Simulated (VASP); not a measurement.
# HfH2 (I4/mmm) in VASP: notebook, part 2 of 3

VASP 6.6.1.

### Step 3. Single point, PBEsol (strained)

The input, INCAR:

```
PREC = Accurate
ENCUT = 520
EDIFF = 1E-7
ISMEAR = 0
SIGMA = 0.1
LREAL = False
LASPH = True
NELM = 100
ALGO = Normal
ISIF = 2
LWAVE = False
LCHARG = False
GGA = PS
NBANDS = 13
```

The input, KPOINTS:

```
Automatic mesh
0
Gamma
  16 16 16
```

The input, POSCAR:

```
HfH2
1.0
   -1.8284715500      1.8284715500      2.2599792250
    1.8284715500     -1.8284715500      2.2599792250
    1.8284715500      1.8284715500     -2.2599792250
Hf H
1 2
Direct
    0.0000000000      0.0000000000      0.0000000000
    0.7500000000      0.2500000000      0.5000000000
    0.2500000000      0.7500000000      0.5000000000
```

Potentials or basis: VASP PAW PBE potentials, release 64 (Hf_pv, H).

Command:

```bash
> cat potpaw_PBE.64/Hf_pv/POTCAR potpaw_PBE.64/H/POTCAR > POTCAR
> mpirun -np 1 vasp_std > vasp.out
```

OUTCAR:

```text
PREC = Accurate
   ENCUT = 520
   EDIFF = 1E-7
   ISMEAR = 0
   LREAL = False
   LASPH = True
   NELM = 100
   ISIF = 2
   GGA = PS

 ion  position               nearest neighbor table
   1  0.000  0.000  0.000-   2 2.15   3 2.15   2 2.15   3 2.15   2 2.15   3 2.15   2 2.15   3 2.15

   2  0.750  0.250  0.500-   1 2.15   1 2.15   1 2.15   1 2.15
   3  0.250  0.750  0.500-   1 2.15   1 2.15   1 2.15   1 2.15

  LATTYP: Found a body centered tetragonal cell.
 ALAT       =     3.6569431000
 C/A-ratio  =     1.2359936500

  Lattice vectors:

 A1 = (  -1.8284715500,   1.8284715500,   2.2599792250)
 A2 = (   1.8284715500,  -1.8284715500,   2.2599792250)
 A3 = (   1.8284715500,   1.8284715500,  -2.2599792250)

Analysis of symmetry for initial positions (statically):
=====================================================================
 Subroutine PRICEL returns:
 Original cell was already a primitive cell.

 Routine SETGRP: Setting up the symmetry group for a
 body centered tetragonal supercell.

 Subroutine GETGRP returns: Found 16 space group operations
[... 182 lines left out ...]
      6       3.9315      2.00000
      7       3.9315      2.00000
      8       4.6957      0.00000
      9       5.8255      0.00000
     10       7.0429      0.00000
     11      14.7798      0.00000
     12      15.4378      0.00000
     13      15.4378      0.00000
[... 354 lines left out ...]
  band No.  band energies     occupation
      1     -27.0295      2.00000
      2     -27.0182      2.00000
      3     -26.9751      2.00000
      4      -6.0297      2.00000
      5       2.3167      2.00000
      6       4.0275      2.00000
      7       4.7460      0.00000
      8       4.8899      0.00000
      9       5.7201      0.00000
     10       6.9589      0.00000
     11      14.1216      0.00000
     12      15.5338      0.00000
     13      16.2819      0.00000

 [... further k-points ...]

------------------------ aborting loop because EDIFF is reached ----------------------------------------

  FORCE on cell =-STRESS in cart. coord.  units (eV):
  Direction    XX          YY          ZZ          XY          YZ          ZX
  --------------------------------------------------------------------------------------
  -------------------------------------------------------------------------------------
  Total       -3.8425162     -3.8425162     -3.5373523      0.0000000      0.0000000     -0.0000000
  in kB     -203.6973781   -203.6973781   -187.5201966      0.0000000      0.0000000     -0.0000000
  external PRESSURE =    -198.3049843 kB  Pullay stress =       0.0000000 kB

 VOLUME and BASIS-vectors are now :
 -----------------------------------------------------------------------------
  energy-cutoff  :      520.00
  volume of cell :       30.22
      direct lattice vectors                 reciprocal lattice vectors
    -1.828471550  1.828471550  2.259979225     0.000000000  0.273452436  0.221240972
     1.828471550 -1.828471550  2.259979225     0.273452436  0.000000000  0.221240972
     1.828471550  1.828471550 -2.259979225     0.273452436  0.273452436  0.000000000

 POSITION                                       TOTAL-FORCE (eV/Angst)
 -----------------------------------------------------------------------------------
      0.00000      0.00000      0.00000        -0.000000     -0.000000      0.000000
     -0.00000      1.82847      1.12999         0.000000     -0.000000      0.000000
      1.82847     -0.00000      1.12999         0.000000      0.000000     -0.000000
 -----------------------------------------------------------------------------------
    total drift:                               -0.000000     -0.000000      0.000000

  FREE ENERGIE OF THE ION-ELECTRON SYSTEM (eV)
  ---------------------------------------------------
  free  energy   TOTEN  =       -18.4457697896 eV

  energy  without entropy=      -18.4430588481  energy(sigma->0) =      -18.44441432
```

OSZICAR:

```text
N       E                     dE             d eps       ncg     rms          rms(c)
DAV:   1     0.144107036510E+02    0.14411E+02   -0.63336E+03  9098   0.842E+02
DAV:   2    -0.187566200028E+02   -0.33167E+02   -0.31951E+02 11473   0.175E+02
DAV:   3    -0.196555559620E+02   -0.89894E+00   -0.89410E+00 11188   0.200E+01
DAV:   4    -0.196601721004E+02   -0.46161E-02   -0.46158E-02 10291   0.176E+00
DAV:   5    -0.196602104125E+02   -0.38312E-04   -0.38312E-04 11250   0.137E-01    0.381E+01
DAV:   6    -0.186496709193E+02    0.10105E+01   -0.72023E-01  9574   0.623E+00    0.247E+01
DAV:   7    -0.184864512151E+02    0.16322E+00   -0.84478E-01 10129   0.664E+00    0.517E+00
DAV:   8    -0.184485886549E+02    0.37863E-01   -0.16453E-01  9459   0.309E+00    0.180E+00
DAV:   9    -0.184458268434E+02    0.27618E-02   -0.90065E-03 10114   0.798E-01    0.484E-01
DAV:  10    -0.184457703005E+02    0.56543E-04   -0.10702E-03 10877   0.234E-01    0.319E-01
DAV:  11    -0.184457731862E+02   -0.28857E-05   -0.21512E-05 11140   0.401E-02    0.125E-01
DAV:  12    -0.184457698161E+02    0.33700E-05   -0.57457E-06 10154   0.179E-02    0.426E-02
DAV:  13    -0.184457697917E+02    0.24424E-07   -0.11783E-06 10774   0.865E-03    0.254E-03
DAV:  14    -0.184457697896E+02    0.21469E-08   -0.26673E-08  5400   0.132E-03
   1 F= -.18445770E+02 E0= -.18444414E+02  d E =-.271094E-02
```

Wall time 92 s (1 thread of Intel Xeon Platinum 8559C (Emerald Rapids), shared host); peak memory 0.26 GiB.

Results:

| Item | Value |
| --- | --- |
| Free energy | -18.4458 eV |
| Pressure | -19.8 GPa |
| Band gap on the k mesh | zero (bands 6 and 7 overlap by 0.97 eV) |

Caveat: the cell differs from its parent crystal (strained); the cell stands under tension; the PAW data sets were made with another functional, which shifts forces and pressure a little; spin-orbit coupling is left out, which moves the levels of the heavy elements.

### Step 4. Single point, PBEsol (uniaxial strain along c: -3.0 %)

The input, INCAR:

```
SYSTEM = HfH2
  PREC = Accurate
  ENCUT = 520
  EDIFF = 1E-7
  ISMEAR = 0
  SIGMA = 0.1
  LREAL = .False.
  LASPH = .True.
  NELM = 100
  ALGO = Normal
  ISIF = 2
  LWAVE = .False.
  LCHARG = .True.
  GGA = PS
  LELF = .True.
  LVHAR = .True.
  NBANDS = 21
```

The input, KPOINTS:

```
regular mesh
0
Gamma
  10 10 8
  0 0 0
```

The input, POSCAR:

```
HfH2
1.0
    3.4902511734      0.0000000000      0.0000000000
    0.0000000000      3.4902511734      0.0000000000
    0.0000000000      0.0000000000      4.1105415044
Hf H
2 4
Direct
    0.0000000000      0.0000000000      0.0000000000
    0.5000000000      0.5000000000      0.5000000000
    0.0000000000      0.5000000000      0.2500000000
    0.5000000000      0.0000000000      0.2500000000
    0.5000000000      0.0000000000      0.7500000000
    0.0000000000      0.5000000000      0.7500000000
```

Potentials or basis: VASP PAW PBE potentials, release 64 (Hf_pv, H).

Command:

```bash
> cat potpaw_PBE.64/Hf_pv/POTCAR potpaw_PBE.64/H/POTCAR > POTCAR
> mpirun -np 1 vasp_std > vasp.out
```

OUTCAR:

```text
SYSTEM = HfH2
   PREC = Accurate
   ENCUT = 520
   EDIFF = 1E-7
   ISMEAR = 0
   LREAL = .False.
   LASPH = .True.
   NELM = 100
   ISIF = 2
   GGA = PS

 ion  position               nearest neighbor table
   1  0.000  0.000  0.000-   3 2.03   4 2.03   5 2.03   6 2.03   3 2.03   6 2.03   4 2.03   5 2.03
                             2 3.21   2 3.21   2 3.21   2 3.21   2 3.21   2 3.21   2 3.21   2 3.21
   2  0.500  0.500  0.500-   3 2.03   4 2.03   5 2.03   6 2.03   4 2.03   5 2.03   3 2.03   6 2.03
                             1 3.21   1 3.21   1 3.21   1 3.21   1 3.21   1 3.21   1 3.21   1 3.21
   3  0.000  0.500  0.250-   1 2.03   2 2.03   1 2.03   2 2.03
   4  0.500  0.000  0.250-   1 2.03   2 2.03   2 2.03   1 2.03
   5  0.500  0.000  0.750-   1 2.03   2 2.03   2 2.03   1 2.03
   6  0.000  0.500  0.750-   1 2.03   2 2.03   1 2.03   2 2.03

  LATTYP: Found a simple tetragonal cell.
 ALAT       =     3.4902511734
 C/A-ratio  =     1.1777208287

  Lattice vectors:

 A1 = (   3.4902511734,   0.0000000000,   0.0000000000)
 A2 = (   0.0000000000,   3.4902511734,   0.0000000000)
 A3 = (   0.0000000000,   0.0000000000,   4.1105415044)

Analysis of symmetry for initial positions (statically):
=====================================================================
 Subroutine PRICEL returns following result:

  LATTYP: Found a body centered tetragonal cell.
 ALAT       =     3.4902511734
 C/A-ratio  =     1.1777208287

  Lattice vectors:

 A1 = (  -1.7451255867,  -1.7451255867,  -2.0552707522)
 A2 = (   1.7451255867,   1.7451255867,  -2.0552707522)
 A3 = (   1.7451255867,  -1.7451255867,   2.0552707522)

   2 primitive cells build up your supercell.

 Routine SETGRP: Setting up the symmetry group for a
 simple tetragonal supercell.

 Subroutine GETGRP returns: Found 16 space group operations
 (whereof 16 operations were pure point group operations)
 out of a pool of 16 trial point group operations.

The static configuration has the point symmetry D_4h.

Analysis of symmetry for dynamics (positions and initial velocities):
=====================================================================
 Subroutine PRICEL returns following result:

  LATTYP: Found a body centered tetragonal cell.
 ALAT       =     3.4902511734
 C/A-ratio  =     1.1777208287

  Lattice vectors:

 A1 = (  -1.7451255867,  -1.7451255867,  -2.0552707522)
 A2 = (   1.7451255867,   1.7451255867,  -2.0552707522)
 A3 = (   1.7451255867,  -1.7451255867,   2.0552707522)

   2 primitive cells build up your supercell.

 Routine SETGRP: Setting up the symmetry group for a
 simple tetragonal supercell.

 Subroutine GETGRP returns: Found 16 space group operations
 (whereof 16 operations were pure point group operations)
 out of a pool of 16 trial point group operations.

The dynamic configuration has the point symmetry D_4h.

 Subroutine INISYM returns: Found 16 space group operations
 (whereof 16 operations are pure point group operations),
 and found     2 'primitive' translations

----------------------------------------------------------------------------------------

                                     Primitive cell

  volume of cell :      25.0370

[... 46 lines left out ...]
            Coordinates               Weight
  0.000000  0.000000  0.000000      1.000000
  0.100000  0.000000  0.000000      4.000000
  0.200000  0.000000  0.000000      4.000000
  0.300000  0.000000  0.000000      4.000000
  0.400000  0.000000  0.000000      4.000000
  0.500000  0.000000  0.000000      2.000000
[... 16 lines left out ...]
  0.100000  0.000000  0.125000      8.000000
  0.200000  0.000000  0.125000      8.000000
 [... further k-points ...]
   k-points           NKPTS =    105   k-points in BZ     NKDIM =    105   number of bands    NBANDS=     21
   number of dos      NEDOS =    301   number of ions     NIONS =      6
   total plane-waves  NPLWV =  25088
   dimension x,y,z NGX =    28 NGY =   28 NGZ =   32
   dimension x,y,z NGXF=    56 NGYF=   56 NGZF=   64
   ions per type =               2   4
   NGX,Y,Z   is equivalent  to a cutoff of  13.34, 13.34, 12.94 a.u.
   NGXF,Y,Z  is equivalent  to a cutoff of  26.67, 26.67, 25.88 a.u.
 SYSTEM =  HfH2
   PREC   = accura    normal or accurate (medium, high low for compatibility)
   ISTART =      0    job   : 0-new  1-cont  2-samecut
   ICHARG =      2    charge: 1-file 2-atom 10-const
   ISPIN  =      1    spin polarized calculation?
   LNONCOLLINEAR =      F non collinear calculations
   LSORBIT =      F    spin-orbit coupling
   LASPH  =      T    aspherical Exc in radial PAW
   ENCUT  =  520.0 eV  38.22 Ry    6.18 a.u.   6.49  6.49  7.64*2*pi/ulx,y,z
   NELM   =    100;   NELMIN=  2; NELMDL= -5     # of ELM steps
   EDIFF  = 0.1E-06   stopping-criterion for ELM
   LREAL  =      F    real-space projection
   EDIFFG = 0.1E-05   stopping-criterion for IOM
   NSW    =      0    number of steps for IOM
   IBRION =     -1    ionic relax: 0-MD 1-quasi-New 2-CG
   NFREE  =      0    steps in history (QN), initial steepest desc. (CG)
   ISIF   =      2    stress and relaxation
   ISYM   =      2    0-nonsym 1-usesym 2-fastsym
   POTIM  = 0.5000    time-step for ionic-motion
   TEBEG  =    0.0;   TEEND  =   0.0 temperature during run
   PSTRESS=    0.0 pullay stress
   NELECT =      24.0000    total number of electrons
   NUPDOWN=      -1.0000    fix difference up-down
   EMIN   =  10.00;   EMAX   =-10.00  energy-range for DOS
   EFERMI =   0.00;   METHOD = LEGACY
   ISMEAR =     0;   SIGMA  =   0.10  broadening in eV -4-tet -1-fermi 0-gaus
   EFERMI_NEDOS =   21; number of points for ismear=-14 and -15
   IALGO  =     38    algorithm
   IMIX   =      4    mixing-type and parameters
     AMIX     =   0.40;   BMIX     =  1.00
     AMIX_MAG =   1.60;   BMIX_MAG =  1.00
  volume/ion in A,a.u.               =       8.35        56.32
  Fermi-wavevector in a.u.,A,eV,Ry     =   1.281173  2.421066 22.332661  1.641404
  Thomas-Fermi vector in A             =   2.413558
   LORBIT       =      0    0 simple, 1 ext, 2 COOP (PROOUT), +10 PAW based schemes
   GGA     = PS    functional components
   LHFCALC =     F    Hartree Fock is set to
   AEXX    =    0.0000 exact exchange contribution
   IVDW    =     0    specifies the selected vdW correction
   LEPSILON=     F    determine dielectric tensor
   LRPA    =     F    only Hartree local field effects (RPA)
 non-spin polarized calculation
 Gauss-broadening in eV      SIGMA  =   0.10
  energy-cutoff  :      520.00
  volume of cell :       50.07
 maximum number of plane-waves:      1376
 NGX is ok and might be reduce to    28
   NGX = 13   NGY = 13   NGZ = 15

 number of electron      24.0000003 magnetization

 Free energy of the ion-electron system (eV)
  ---------------------------------------------------
  ext. energy  EPLUGINS =         0.00000000
  ---------------------------------------------------
  free energy    TOTEN  =       -37.57458529 eV

  energy without entropy =      -37.57107929  energy(sigma->0) =      -37.57283229

 E-fermi :   5.4933     XC(G=0): -11.7753

 val. band max:        5.4756571335   @ k =   0.1000   0.0000   0.3750
 cond. band min:       5.5073953655   @ k =   0.4000   0.0000   0.1250
 fundamental gap:      0.0317382321
 Fermi energy:         5.4932962910

 k-point     1 :       0.0000    0.0000    0.0000
  band No.  band energies     occupation
      1     -25.7203      2.00000
      2     -25.5267      2.00000
      3     -25.5267      2.00000
      4     -25.1738      2.00000
      5     -25.1738      2.00000
      6     -25.1078      2.00000
[... 565 lines left out ...]
     20      11.7828      0.00000
     21      14.2471      0.00000

 [... further k-points ...]

------------------------ aborting loop because EDIFF is reached ----------------------------------------

  FORCE on cell =-STRESS in cart. coord.  units (eV):
  Direction    XX          YY          ZZ          XY          YZ          ZX
  --------------------------------------------------------------------------------------
  -------------------------------------------------------------------------------------
  Total        0.0581293      0.0581293      0.9773408      0.0000000      0.0000000      0.0000000
  in kB        1.8599169      1.8599169     31.2711767      0.0000000      0.0000000      0.0000000
  external PRESSURE =      11.6636702 kB  Pullay stress =       0.0000000 kB

 VOLUME and BASIS-vectors are now :
 -----------------------------------------------------------------------------
  energy-cutoff  :      520.00
  volume of cell :       50.07
      direct lattice vectors                 reciprocal lattice vectors
     3.490251173  0.000000000  0.000000000     0.286512331  0.000000000  0.000000000
     0.000000000  3.490251173  0.000000000     0.000000000  0.286512331  0.000000000
     0.000000000  0.000000000  4.110541504     0.000000000  0.000000000  0.243276950

 POSITION                                       TOTAL-FORCE (eV/Angst)
 -----------------------------------------------------------------------------------
      0.00000      0.00000      0.00000         0.000000      0.000000      0.000000
      1.74513      1.74513      2.05527        -0.000000     -0.000000     -0.000000
      0.00000      1.74513      1.02764         0.000000      0.000000      0.000000
      1.74513      0.00000      1.02764         0.000000      0.000000      0.000000
      1.74513      0.00000      3.08291         0.000000      0.000000      0.000000
      0.00000      1.74513      3.08291         0.000000      0.000000      0.000000
 -----------------------------------------------------------------------------------
    total drift:                                0.000000      0.000000      0.000000

  FREE ENERGIE OF THE ION-ELECTRON SYSTEM (eV)
  ---------------------------------------------------
  free  energy   TOTEN  =       -37.5745852862 eV

  energy  without entropy=      -37.5710792870  energy(sigma->0) =      -37.57283229
```

Run time: 47 s. Hardware: 1 thread of Intel Xeon 6975P-C (Granite Rapids), shared host; peak memory 0.23 GiB.

Results:

```
Free energy            : -37.5746 eV
Pressure               : 1.2 GPa
Band gap on the k mesh : zero (bands 12 and 13 overlap by 1.09 eV)
```

Levels at points of the mesh, in eV from the Fermi level:
```csv
k point,band 8,band 9,band 10,band 11,band 12,band 13,band 14,band 15,band 16,band 17
"(0.00, 0.00, 0.00)",-8.14,-3.83,-3.60,-0.91,-0.40,-0.40,0.80,1.59,3.36,5.01
"(0.50, 0.00, 0.00)",-8.36,-4.85,-4.85,-1.47,-1.47,0.82,0.82,1.81,1.81,3.89
"(0.50, 0.50, 0.00)",-6.38,-5.87,-5.87,-4.29,-4.29,3.90,3.90,4.04,4.04,5.88
"(0.00, 0.00, 0.50)",-8.77,-6.09,-6.09,0.69,0.69,0.69,0.69,1.28,1.28,3.01
"(0.50, 0.00, 0.50)",-8.49,-5.06,-5.06,-1.08,-1.08,1.14,1.14,3.78,3.78,4.71
"(0.50, 0.50, 0.50)",-6.22,-6.22,-6.22,-2.34,-2.34,1.84,1.84,3.97,3.97,4.59
```

Caveat: the cell differs from its parent crystal (uniaxial strain along c: -3.0 %); the PAW data sets were made with another functional, which shifts forces and pressure a little; spin-orbit coupling is left out, which moves the levels of the heavy elements.

(Part 2 of 3 ends here.)
